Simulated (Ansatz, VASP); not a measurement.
# One calculation of Zn, two programs

INCAR

```
SYSTEM = Zn
PREC = Accurate ; ENCUT = 520
EDIFF = 1E-6 ; ISMEAR = 0
SIGMA = 0.15 ; LREAL = .False.
LASPH = .True. ; NELM = 60
ALGO = Fast ; ISIF = 2
LWAVE = .False. ; LCHARG = .False.
GGA = PE ; NBANDS = 12
```

File KPOINTS:

```
Automatic mesh
0
Gamma
  20 20 20
  0 0 0
```

Contents of POSCAR:

```
Zn
1.0
   -0.0916364303      1.9643393415      1.8268355876
    1.9643393415     -0.0916364303      1.8268355876
    1.8727029112      1.8727029112      0.0000000000
Zn
1
Direct
    0.0000000000      0.0000000000      0.0000000000
```

Input for Ansatz:

```yaml
crystal:
  lattice:
    - [-0.0916364303, 1.9643393415, 1.8268355876]
    - [1.9643393415, -0.0916364303, 1.8268355876]
    - [1.8727029112, 1.8727029112, 0.0]
  atoms:
    - { symbol: Zn, position: [0.0, 0.0, 0.0] }
basis:
  ecutwfc: 520.0
kpoints:
  mp_grid: { grid: [20, 20, 20] }
hamiltonian:
  xc: pbe
scf:
  occupations: { method: gaussian, width: 0.15 }
output:
  forces: true
  stress: true
  eigenvalues: true
```

Change from the starting cell: engineering shear strain xy -0.0933, normal strain along z -0.0700.

Alike in both runs: task single point; functional PBE; k mesh 20 × 20 × 20; occupations gaussian, width 0.15 eV; no spin polarisation.

```csv
,VASP,Ansatz
version,VASP 6.6.1,Ansatz 0.2.0
potentials or method,"VASP PAW PBE potentials, release 64 (Zn), cutoff 520 eV","scalar-relativistic, plane waves, PAW"
valence electrons in the cell,12,12
```

Ansatz gave:

* gap on the k mesh at the Fermi level (eV): none
* pressure (GPa): 6.7
* traceless stress, the component that is largest in VASP (GPa): 1.91

Problem. What did VASP give for the same quantities?

Solution. gap on the k mesh at the Fermi level (eV): none; pressure (GPa): 7.1; traceless stress, the component that is largest in VASP (GPa): 1.89.

A gap of «none» marks a metal or a gap that the smearing closes. The functional is the same, so the differences come from potentials, cutoffs and numerics.
